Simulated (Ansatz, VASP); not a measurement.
## AgBr in VASP and in Ansatz

```xyz
2
Lattice="0.0000 2.9446 2.9446 2.9446 0.0000 2.9446 2.9446 2.9446 0.0000" Properties=species:S:1:pos:R:3 pbc="T T T"
Ag    0.0000    0.0000    0.0000
Br    2.9446    2.9446    2.9446
```

Change from the starting cell: volume scaled by 1.025, PAW files.

Alike in both runs: task electric field gradients; functional PBE; k mesh 13 × 13 × 13; occupations fermi-dirac, width 0.03 eV; no spin polarisation.

```csv
,VASP,Ansatz
version,VASP 6.6.1,Ansatz 0.2.0
potentials or method,"VASP PAW PBE potentials, release 64 (Ag, Br)","PAW with Ansatz's default frozen-core files, scalar-relativistic"
plane-wave cutoff (eV),400,420
valence electrons in the cell,18,26
```

Ansatz gave:

| Property | Result |
| --- | --- |
| pressure (GPa) | -0.9 |

What did VASP give for the same quantities?

Pressure (GPa): -1.1.

VASP's potentials hold 18 valence electrons a cell and Ansatz's 26, so a difference there can come from the potentials and not from the codes.
